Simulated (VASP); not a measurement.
# Si (I4_1/amd) in VASP: notebook

Runs on Si. Level: PBE. Tasks: single point.

Program: VASP 6.6.1. These are calculated values, not measurements. Logs are shortened: lines on timing, memory, paths and dates and some standing lists are left out, and cuts for length are marked.

### 1 The cell of the first run

The structure is tetragonal, space group I4_1/amd (No. 141). Conventional cell: a = 3.840 Å, b = 3.840 Å, c = 5.485 Å, α = 90.00°, β = 90.00°, γ = 90.00°. Within 3.1 Å of Si (site symmetry -4m2) lie 4 Si at 2.36 Å.

### 2 Single point, PBE (zz strain of +1 %)

Input file INCAR:

```
SYSTEM = Si
PREC = Accurate
ENCUT = 520
EDIFF = 1E-6
ISMEAR = -1
SIGMA = 0.08
LREAL = .False.
LASPH = .True.
NELM = 60
ALGO = Normal
ISIF = 2
LWAVE = .False.
LCHARG = .False.
GGA = PE
NBANDS = 11
```

Input file KPOINTS:

```
Automatic mesh
0
Gamma
  11 11 11
  0 0 0
```

Input file POSCAR:

```
Si
1.0
    0.0000000000      2.7154700000      2.7426247000
    2.7154700000      0.0000000000      2.7426247000
    2.7154700000      2.7154700000      0.0000000000
Si
2
Direct
    0.5000000000      0.5000000000      0.5000000000
    0.7500000000      0.7500000000      0.7500000000
```

Potentials or basis: VASP PAW PBE potentials, release 64 (Si).

The run is started by

```
cat potpaw_PBE.64/Si/POTCAR > POTCAR
mpirun -np 1 vasp_std > vasp.out
```

OUTCAR:

```text
SYSTEM = Si
   PREC = Accurate
   ENCUT = 520
   EDIFF = 1E-6
   ISMEAR = -1
   LREAL = .False.
   LASPH = .True.
   NELM = 60
   ISIF = 2
   GGA = PE

 ion  position               nearest neighbor table
   1  0.500  0.500  0.500-   2 2.36   2 2.36   2 2.36   2 2.36
   2  0.750  0.750  0.750-   1 2.36   1 2.36   1 2.36   1 2.36

  LATTYP: Found a body centered tetragonal cell.
 ALAT       =     3.8402545022
 C/A-ratio  =     1.4283556980

  Lattice vectors:

 A1 = (  -2.7154700000,   0.0000000000,   2.7426247000)
 A2 = (   2.7154700000,   0.0000000000,   2.7426247000)
 A3 = (   0.0000000000,   2.7154700000,  -2.7426247000)

Analysis of symmetry for initial positions (statically):
=====================================================================
 Subroutine PRICEL returns:
 Original cell was already a primitive cell.

 Routine SETGRP: Setting up the symmetry group for a
 body centered tetragonal supercell.

 Subroutine GETGRP returns: Found 16 space group operations
 (whereof  8 operations were pure point group operations)
 out of a pool of 16 trial point group operations.

The static configuration has the point symmetry D_2d.
 The point group associated with its full space group is D_4h.

Analysis of symmetry for dynamics (positions and initial velocities):
=====================================================================
 Subroutine PRICEL returns:
 Original cell was already a primitive cell.

 Routine SETGRP: Setting up the symmetry group for a
 body centered tetragonal supercell.

 Subroutine GETGRP returns: Found 16 space group operations
 (whereof  8 operations were pure point group operations)
 out of a pool of 16 trial point group operations.

The dynamic configuration has the point symmetry D_2d.
 The point group associated with its full space group is D_4h.

 Subroutine INISYM returns: Found 16 space group operations
 (whereof  8 operations are pure point group operations),
 and found     1 'primitive' translations

----------------------------------------------------------------------------------------

                                     Primitive cell

  volume of cell :      40.4470

  direct lattice vectors                    reciprocal lattice vectors
     0.000000000  2.715470000  2.742624700    -0.184130187  0.184130187  0.182307116
     2.715470000  0.000000000  2.742624700     0.184130187 -0.184130187  0.182307116
     2.715470000  2.715470000  0.000000000     0.184130187  0.184130187 -0.182307116

  length of vectors
[... 80 lines left out ...]
   ENCUT  =  520.0 eV  38.22 Ry    6.18 a.u.   7.18  7.18  7.14*2*pi/ulx,y,z
   NELM   =     60;   NELMIN=  2; NELMDL= -5     # of ELM steps
   EDIFF  = 0.1E-05   stopping-criterion for ELM
   LREAL  =      F    real-space projection
   EDIFFG = 0.1E-04   stopping-criterion for IOM
   NSW    =      0    number of steps for IOM
   IBRION =     -1    ionic relax: 0-MD 1-quasi-New 2-CG
   NFREE  =      0    steps in history (QN), initial steepest desc. (CG)
   ISIF   =      2    stress and relaxation
   ISYM   =      2    0-nonsym 1-usesym 2-fastsym
   POTIM  = 0.5000    time-step for ionic-motion
   TEBEG  =    0.0;   TEEND  =   0.0 temperature during run
   PSTRESS=    0.0 pullay stress
   NELECT =       8.0000    total number of electrons
   NUPDOWN=      -1.0000    fix difference up-down
   EMIN   =  10.00;   EMAX   =-10.00  energy-range for DOS
   EFERMI =   0.00;   METHOD = LEGACY
   ISMEAR =    -1;   SIGMA  =   0.08  broadening in eV -4-tet -1-fermi 0-gaus
   EFERMI_NEDOS =   21; number of points for ismear=-14 and -15
   IALGO  =     38    algorithm
   IMIX   =      4    mixing-type and parameters
     AMIX     =   0.40;   BMIX     =  1.00
     AMIX_MAG =   1.60;   BMIX_MAG =  1.00
  volume/ion in A,a.u.               =      20.22       136.47
  Fermi-wavevector in a.u.,A,eV,Ry     =   0.953841  1.802498 12.378755  0.909813
  Thomas-Fermi vector in A             =   2.082533
   LORBIT       =      0    0 simple, 1 ext, 2 COOP (PROOUT), +10 PAW based schemes
   GGA     = PE    functional components
[... 5 lines left out ...]
 non-spin polarized calculation
  energy-cutoff  :      520.00
  volume of cell :       40.45
 maximum number of plane-waves:      1102
 NGX is ok and might be reduce to    30
   NGX = 15   NGY = 15   NGZ = 15

 number of electron       8.0000001 magnetization

 Free energy of the ion-electron system (eV)
  ---------------------------------------------------
  ext. energy  EPLUGINS =         0.00000000
  ---------------------------------------------------
  free energy    TOTEN  =       -10.84749089 eV

  energy without entropy =      -10.84719596  energy(sigma->0) =      -10.84734342

 E-fermi :   6.0091     XC(G=0):  -9.3701

 val. band max:        5.7476177121   @ k =   0.0000   0.0000   0.0000
 cond. band min:       6.3120848966   @ k =   0.4545   0.0000   0.4545
 fundamental gap:      0.5644671845
 Fermi energy:         6.0090849617

 k-point     1 :       0.0000    0.0000    0.0000
  band No.  band energies     occupation
      1      -6.1642      2.00000
      2       5.6769      1.96903
      3       5.7476      1.92665
      4       5.7476      1.92665
      5       8.2742      0.00000
      6       8.2742      0.00000
      7       8.3105      0.00000
      8       8.9803      0.00000
      9      13.3487      0.00000
     10      13.5291      0.00000
     11      13.6438      0.00000
[... 309 lines left out ...]
 k-point    24 :      -0.1818    0.1818    0.0000
  band No.  band energies     occupation
      1      -5.0449      2.00000
      2       1.6551      2.00000
      3       3.0336      2.00000
      4       5.0896      1.99998
      5       8.7455      0.00000
      6       9.4555      0.00000
      7       9.7011      0.00000
      8      11.3445      0.00000
      9      11.8513      0.00000
     10      15.7444      0.00000
     11      16.2839      0.00000

 [... further k-points ...]
[... 5 lines left out ...]
  --------------------------------------------------------------------------------------
  -------------------------------------------------------------------------------------
  Total        0.3292822      0.3292822      0.0838806      0.0000000      0.0000000      0.0000000
  in kB       13.0434499     13.0434499      3.3226577      0.0000000      0.0000000      0.0000000
  external PRESSURE =       9.8031859 kB  Pullay stress =       0.0000000 kB

 VOLUME and BASIS-vectors are now :
 -----------------------------------------------------------------------------
  energy-cutoff  :      520.00
  volume of cell :       40.45
      direct lattice vectors                 reciprocal lattice vectors
     0.000000000  2.715470000  2.742624700    -0.184130187  0.184130187  0.182307116
     2.715470000  0.000000000  2.742624700     0.184130187 -0.184130187  0.182307116
     2.715470000  2.715470000  0.000000000     0.184130187  0.184130187 -0.182307116

 POSITION                                       TOTAL-FORCE (eV/Angst)
 -----------------------------------------------------------------------------------
      2.71547      2.71547      2.74262        -0.000000     -0.000000     -0.000000
      4.07320      4.07320      4.11394         0.000000      0.000000      0.000000
 -----------------------------------------------------------------------------------
    total drift:                                0.000000     -0.000000     -0.000000

  FREE ENERGIE OF THE ION-ELECTRON SYSTEM (eV)
  ---------------------------------------------------
  free  energy   TOTEN  =       -10.8474908871 eV

  energy  without entropy=      -10.8471959577  energy(sigma->0) =      -10.84734342
```

OSZICAR:

```text
N       E                     dE             d eps       ncg     rms          rms(c)
DAV:   1     0.832383281818E+01    0.83238E+01   -0.33203E+03  2772   0.589E+02
DAV:   2    -0.104327974345E+02   -0.18757E+02   -0.17966E+02  3723   0.857E+01
DAV:   3    -0.110170883916E+02   -0.58429E+00   -0.58277E+00  3513   0.132E+01
DAV:   4    -0.110216503928E+02   -0.45620E-02   -0.45611E-02  3341   0.150E+00
DAV:   5    -0.110216947969E+02   -0.44404E-04   -0.44403E-04  3524   0.135E-01    0.482E+00
DAV:   6    -0.109013059270E+02    0.12039E+00   -0.68284E-02  3159   0.107E+00    0.293E+00
DAV:   7    -0.108460024586E+02    0.55303E-01   -0.13241E-01  3202   0.161E+00    0.175E-01
DAV:   8    -0.108472597246E+02   -0.12573E-02   -0.58983E-03  3192   0.413E-01    0.803E-02
DAV:   9    -0.108474650507E+02   -0.20533E-03   -0.19642E-04  3496   0.858E-02    0.592E-02
DAV:  10    -0.108474903764E+02   -0.25326E-04   -0.22383E-05  3266   0.272E-02    0.575E-03
DAV:  11    -0.108474908871E+02   -0.51071E-06   -0.19409E-06  3462   0.725E-03
   1 F= -.10847491E+02 E0= -.10847343E+02  d E =-.294929E-03
```

stdout:

```text
POSCAR found type information on POSCAR Si
 POSCAR found :  1 types and       2 ions
 scaLAPACK will be used
 LDA part: xc-table for (Slater+PW92), standard interpolation
 POSCAR, INCAR and KPOINTS ok, starting setup
 FFT: planning ... GRIDC
 FFT: planning ... GRID_SOFT
 FFT: planning ... GRID
 WAVECAR not read
 entering main loop
```

It took 38 s on 1 thread of Intel Xeon 6975P-C, shared host; peak memory 0.18 GiB.

Results:

```
Free energy            : -10.8475 eV
Pressure               : 1.0 GPa
Band gap on the k mesh : 0.56 eV, indirect (least direct gap 2.53 eV)
```

Caveat: the cell differs from its parent crystal (zz strain of +1 %).

### 3 Single point, PBE (zz strain of +2 %)

INCAR is that of step 2.

KPOINTS is that of step 2.

Input file POSCAR:

```
Si
1.0
    0.0000000000      2.7154700000      2.7697794000
    2.7154700000      0.0000000000      2.7697794000
    2.7154700000      2.7154700000      0.0000000000
Si
2
Direct
    0.5000000000      0.5000000000      0.5000000000
    0.7500000000      0.7500000000      0.7500000000
```

Potentials or basis: VASP PAW PBE potentials, release 64 (Si).

The run is started by

```
cat potpaw_PBE.64/Si/POTCAR > POTCAR
mpirun -np 1 vasp_std > vasp.out
```

OUTCAR:

```text
SYSTEM = Si
   PREC = Accurate
   ENCUT = 520
   EDIFF = 1E-6
   ISMEAR = -1
   LREAL = .False.
   LASPH = .True.
   NELM = 60
   ISIF = 2
   GGA = PE

 ion  position               nearest neighbor table
   1  0.500  0.500  0.500-   2 2.37   2 2.37   2 2.37   2 2.37
   2  0.750  0.750  0.750-   1 2.37   1 2.37   1 2.37   1 2.37

  LATTYP: Found a body centered tetragonal cell.
 ALAT       =     3.8402545022
 C/A-ratio  =     1.4424978336

  Lattice vectors:

 A1 = (  -2.7154700000,   0.0000000000,   2.7697794000)
 A2 = (   2.7154700000,   0.0000000000,   2.7697794000)
 A3 = (   0.0000000000,   2.7154700000,  -2.7697794000)

Analysis of symmetry for initial positions (statically):
=====================================================================
 Subroutine PRICEL returns:
 Original cell was already a primitive cell.

 Routine SETGRP: Setting up the symmetry group for a
 body centered tetragonal supercell.

 Subroutine GETGRP returns: Found 16 space group operations
 (whereof  8 operations were pure point group operations)
 out of a pool of 16 trial point group operations.

The static configuration has the point symmetry D_2d.
 The point group associated with its full space group is D_4h.

Analysis of symmetry for dynamics (positions and initial velocities):
=====================================================================
 Subroutine PRICEL returns:
 Original cell was already a primitive cell.

 Routine SETGRP: Setting up the symmetry group for a
 body centered tetragonal supercell.

 Subroutine GETGRP returns: Found 16 space group operations
 (whereof  8 operations were pure point group operations)
 out of a pool of 16 trial point group operations.

The dynamic configuration has the point symmetry D_2d.
 The point group associated with its full space group is D_4h.

 Subroutine INISYM returns: Found 16 space group operations
 (whereof  8 operations are pure point group operations),
[... 111 lines left out ...]
   ISMEAR =    -1;   SIGMA  =   0.08  broadening in eV -4-tet -1-fermi 0-gaus
   EFERMI_NEDOS =   21; number of points for ismear=-14 and -15
   IALGO  =     38    algorithm
   IMIX   =      4    mixing-type and parameters
     AMIX     =   0.40;   BMIX     =  1.00
     AMIX_MAG =   1.60;   BMIX_MAG =  1.00
  volume/ion in A,a.u.               =      20.42       137.83
  Fermi-wavevector in a.u.,A,eV,Ry     =   0.950714  1.796588 12.297715  0.903857
  Thomas-Fermi vector in A             =   2.079116
   LORBIT       =      0    0 simple, 1 ext, 2 COOP (PROOUT), +10 PAW based schemes
   GGA     = PE    functional components
[... 5 lines left out ...]
 non-spin polarized calculation
  energy-cutoff  :      520.00
  volume of cell :       40.85
 maximum number of plane-waves:      1109
 NGX is ok and might be reduce to    30
   NGX = 15   NGY = 15   NGZ = 15

 number of electron       8.0000001 magnetization

 Free energy of the ion-electron system (eV)
  ---------------------------------------------------
  ext. energy  EPLUGINS =         0.00000000
  ---------------------------------------------------
  free energy    TOTEN  =       -10.84636525 eV

  energy without entropy =      -10.84605347  energy(sigma->0) =      -10.84620936

 E-fermi :   5.9169     XC(G=0):  -9.3320

 val. band max:        5.6735808730   @ k =   0.0000   0.0000   0.0000
 cond. band min:       6.2053618395   @ k =   0.4545   0.0000   0.4545
 fundamental gap:      0.5317809665
 Fermi energy:         5.9169163318

 k-point     1 :       0.0000    0.0000    0.0000
  band No.  band energies     occupation
      1      -6.1952      2.00000
      2       5.5318      1.98389
      3       5.6736      1.90885
      4       5.6736      1.90885
      5       8.1613      0.00000
      6       8.1613      0.00000
      7       8.2337      0.00000
      8       8.7656      0.00000
      9      13.1559      0.00000
     10      13.5073      0.00000
     11      13.5143      0.00000
[... 309 lines left out ...]
 k-point    24 :      -0.1818    0.1818    0.0000
  band No.  band energies     occupation
      1      -5.0802      2.00000
      2       1.5554      2.00000
      3       2.9289      2.00000
      4       5.0415      1.99996
      5       8.6724      0.00000
      6       9.3407      0.00000
      7       9.5298      0.00000
      8      11.1772      0.00000
      9      11.7924      0.00000
     10      15.6596      0.00000
     11      16.0875      0.00000

 [... further k-points ...]
[... 5 lines left out ...]
  --------------------------------------------------------------------------------------
  -------------------------------------------------------------------------------------
  Total        0.1856457      0.1856457     -0.3149579      0.0000000     -0.0000000      0.0000000
  in kB        7.2816599      7.2816599    -12.3537226      0.0000000     -0.0000000      0.0000000
  external PRESSURE =       0.7365324 kB  Pullay stress =       0.0000000 kB

 VOLUME and BASIS-vectors are now :
 -----------------------------------------------------------------------------
  energy-cutoff  :      520.00
  volume of cell :       40.85
      direct lattice vectors                 reciprocal lattice vectors
     0.000000000  2.715470000  2.769779400    -0.184130187  0.184130187  0.180519792
     2.715470000  0.000000000  2.769779400     0.184130187 -0.184130187  0.180519792
     2.715470000  2.715470000  0.000000000     0.184130187  0.184130187 -0.180519792

 POSITION                                       TOTAL-FORCE (eV/Angst)
 -----------------------------------------------------------------------------------
      2.71547      2.71547      2.76978         0.000000      0.000000      0.000000
      4.07320      4.07320      4.15467        -0.000000     -0.000000     -0.000000
 -----------------------------------------------------------------------------------
    total drift:                                0.000000     -0.000000     -0.000000

  FREE ENERGIE OF THE ION-ELECTRON SYSTEM (eV)
  ---------------------------------------------------
  free  energy   TOTEN  =       -10.8463652536 eV

  energy  without entropy=      -10.8460534662  energy(sigma->0) =      -10.84620936
```

stdout:

```text
POSCAR found type information on POSCAR Si
 POSCAR found :  1 types and       2 ions
 scaLAPACK will be used
 LDA part: xc-table for (Slater+PW92), standard interpolation
 POSCAR, INCAR and KPOINTS ok, starting setup
 FFT: planning ... GRIDC
 FFT: planning ... GRID_SOFT
 FFT: planning ... GRID
 WAVECAR not read
 entering main loop
```

Wall time 38 s (1 thread of Intel Xeon 6975P-C, shared host); peak memory 0.18 GiB.

Results:

| Property | Result |
| --- | --- |
| Free energy | -10.8464 eV |
| Pressure | 0.1 GPa |
| Band gap on the k mesh | 0.53 eV, indirect (least direct gap 2.49 eV) |

Caveat: the cell differs from its parent crystal (zz strain of +2 %). A k mesh can miss the band edges.
